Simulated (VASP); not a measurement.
# Al (P6_3/mmc) in VASP: further runs, part 2 of 2

VASP 6.6.1.

## 3. Single point, PBE (14.57 Å³/atom)

This run uses another cell than the first one, of 14.57 Å³/atom.

Input file INCAR:

```
  ALGO = Normal
  EDIFF = 1E-6
  ENCUT = 520
  GGA = PE
  ISIF = 2
  ISMEAR = -1
  LASPH = T
  LCHARG = F
  LREAL = F
  LWAVE = F
  NBANDS = 14
  NELM = 100
  PREC = Accurate
  SIGMA = 0.1
```

Input file KPOINTS:

```
k-points
0
Gamma
  17 17 5
```

Input file POSCAR:

```
Al
1.0
    2.7258595119      0.0000000000      0.0000000000
   -1.3629297560      2.3606635845      0.0000000000
    0.0000000000      0.0000000000      9.0597096232
Al
4
Direct
    0.0000000000      0.0000000000      1.0000000000
    0.0000000000      0.0000000000      0.5000000000
    0.3333333333      0.6666666667      0.2500000000
    0.6666666667      0.3333333333      0.7500000000
```

Potentials or basis: VASP PAW PBE potentials, release 64 (Al).

The run is started by

```bash
> cat potpaw_PBE.64/Al/POTCAR > POTCAR
> mpirun -np 1 vasp_std > vasp.out
```

OUTCAR:

```text
EDIFF = 1E-6
   ENCUT = 520
   GGA = PE
   ISIF = 2
   ISMEAR = -1
   LASPH = T
   LREAL = F
   NELM = 100
   PREC = Accurate

 ion  position               nearest neighbor table
   1  0.000  0.000  0.000-   3 2.76   4 2.76   4 2.76   3 2.76   4 2.76   3 2.76
   2  0.000  0.000  0.500-   3 2.76   4 2.76   4 2.76   3 2.76   4 2.76   3 2.76
   3  0.333  0.667  0.250-   1 2.76   2 2.76   1 2.76   2 2.76   1 2.76   2 2.76
   4  0.667  0.333  0.750-   1 2.76   2 2.76   1 2.76   2 2.76   1 2.76   2 2.76

  LATTYP: Found a hexagonal cell.
 ALAT       =     2.7258595119
 C/A-ratio  =     3.3236157563

  Lattice vectors:

 A1 = (   2.7258595119,   0.0000000000,   0.0000000000)
 A2 = (  -1.3629297560,   2.3606635845,   0.0000000000)
 A3 = (   0.0000000000,   0.0000000000,   9.0597096232)

Analysis of symmetry for initial positions (statically):
=====================================================================
 Subroutine PRICEL returns:
 Original cell was already a primitive cell.

 Routine SETGRP: Setting up the symmetry group for a
 hexagonal supercell.

 Subroutine GETGRP returns: Found 24 space group operations
 (whereof 12 operations were pure point group operations)
 out of a pool of 24 trial point group operations.

The static configuration has the point symmetry D_3d.
 The point group associated with its full space group is D_6h.

Analysis of symmetry for dynamics (positions and initial velocities):
=====================================================================
 Subroutine PRICEL returns:
 Original cell was already a primitive cell.

 Routine SETGRP: Setting up the symmetry group for a
 hexagonal supercell.

 Subroutine GETGRP returns: Found 24 space group operations
 (whereof 12 operations were pure point group operations)
 out of a pool of 24 trial point group operations.

The dynamic configuration has the point symmetry D_3d.
 The point group associated with its full space group is D_6h.

[... 131 lines left out ...]
   LEPSILON=     F    determine dielectric tensor
   LRPA    =     F    only Hartree local field effects (RPA)
 non-spin polarized calculation
  energy-cutoff  :      520.00
  volume of cell :       58.30
 maximum number of plane-waves:      1588
   NGX = 11   NGY = 11   NGZ = 33

 number of electron      12.0000000 magnetization

 Free energy of the ion-electron system (eV)
  ---------------------------------------------------
  ext. energy  EPLUGINS =         0.00000000
  ---------------------------------------------------
  free energy    TOTEN  =       -14.66566944 eV

  energy without entropy =      -14.61756218  energy(sigma->0) =      -14.64161581

 E-fermi :   9.3551     XC(G=0): -10.6548

 val. band max:        9.3167076491   @ k =   0.2941   0.0588   0.0000
 cond. band min:       9.3555452596   @ k =   0.1176   0.0000   0.4000
 fundamental gap:      0.0388376105
 Fermi energy:         9.3550703821

 k-point     1 :       0.0000    0.0000    0.0000
  band No.  band energies     occupation
      1      -2.6639      2.00000
      2      -0.8750      2.00000
      3      -0.8731      2.00000
      4       4.1558      2.00000
      5       4.5754      2.00000
      6      12.7040      0.00000
      7      12.7169      0.00000
      8      21.2908      0.00000
      9      21.2908      0.00000
     10      21.2931      0.00000
     11      21.2931      0.00000
     12      22.0724      0.00000
     13      22.2029      0.00000
     14      22.2071      0.00000
[... 377 lines left out ...]
      1      -0.2088      2.00000
      2       1.5431      2.00000
      3       1.5465      2.00000
      4       6.4338      2.00000
      5       6.8461      2.00000
      6      11.4411      0.00000
      7      11.8631      0.00000
      8      12.8155      0.00000
      9      12.8287      0.00000
     10      13.3097      0.00000
     11      14.0765      0.00000
     12      15.2316      0.00000
     13      15.8872      0.00000
     14      17.7949      0.00000

 [... further k-points ...]

------------------------ aborting loop because EDIFF is reached ----------------------------------------

  FORCE on cell =-STRESS in cart. coord.  units (eV):
  Direction    XX          YY          ZZ          XY          YZ          ZX
  --------------------------------------------------------------------------------------
  -------------------------------------------------------------------------------------
  Total        4.9990674      4.9990674      4.3258488     -0.0000000     -0.0000000     -0.0000000
  in kB      137.3876614    137.3876614    118.8858238     -0.0000000     -0.0000000     -0.0000000
  external PRESSURE =     131.2203822 kB  Pullay stress =       0.0000000 kB

 VOLUME and BASIS-vectors are now :
 -----------------------------------------------------------------------------
  energy-cutoff  :      520.00
  volume of cell :       58.30
      direct lattice vectors                 reciprocal lattice vectors
     2.725859512  0.000000000  0.000000000     0.366856764  0.211804852  0.000000000
    -1.362929756  2.360663585  0.000000000     0.000000000  0.423609703  0.000000000
     0.000000000  0.000000000  9.059709623     0.000000000  0.000000000  0.110378814

 POSITION                                       TOTAL-FORCE (eV/Angst)
 -----------------------------------------------------------------------------------
      0.00000      0.00000      0.00000         0.000000     -0.000000     -0.000000
      0.00000      0.00000      4.52985        -0.000000     -0.000000     -0.000000
     -0.00000      1.57378      2.26493        -0.000000      0.000000      0.000000
      1.36293      0.78689      6.79478         0.000000      0.000000     -0.000000
 -----------------------------------------------------------------------------------
    total drift:                               -0.000000      0.000000     -0.000000

  FREE ENERGIE OF THE ION-ELECTRON SYSTEM (eV)
  ---------------------------------------------------
  free  energy   TOTEN  =       -14.6656694420 eV

  energy  without entropy=      -14.6175621847  energy(sigma->0) =      -14.64161581
```

OSZICAR:

```text
N       E                     dE             d eps       ncg     rms          rms(c)
DAV:   1     0.716714995718E+01    0.71671E+01   -0.41818E+03  2772   0.662E+02
DAV:   2    -0.140792219145E+02   -0.21246E+02   -0.19657E+02  3606   0.931E+01
DAV:   3    -0.147666088678E+02   -0.68739E+00   -0.67929E+00  3724   0.135E+01
DAV:   4    -0.147711410030E+02   -0.45321E-02   -0.45310E-02  3210   0.136E+00
DAV:   5    -0.147711901748E+02   -0.49172E-04   -0.49171E-04  3778   0.148E-01    0.306E+00
DAV:   6    -0.147096594140E+02    0.61531E-01   -0.42172E-03  3056   0.373E-01    0.178E+00
DAV:   7    -0.146661701913E+02    0.43489E-01   -0.11369E-02  3096   0.565E-01    0.240E-01
DAV:   8    -0.146656785070E+02    0.49168E-03   -0.26736E-04  3904   0.869E-02    0.982E-02
DAV:   9    -0.146656698463E+02    0.86607E-05   -0.39154E-06  3406   0.122E-02    0.719E-03
DAV:  10    -0.146656694420E+02    0.40428E-06   -0.55666E-08  2298   0.179E-03
   1 F= -.14665669E+02 E0= -.14641616E+02  d E =-.481073E-01
```

Run time: 28 s. Hardware: 1 thread of AMD EPYC 9R45 (Zen 5), shared host; peak memory 0.17 GiB.

Results:

```
Free energy            : -14.6657 eV
Pressure               : 13.1 GPa
Band gap on the k mesh : zero (bands 6 and 7 overlap by 5.69 eV)
```

Caveat: the cell stands under pressure.
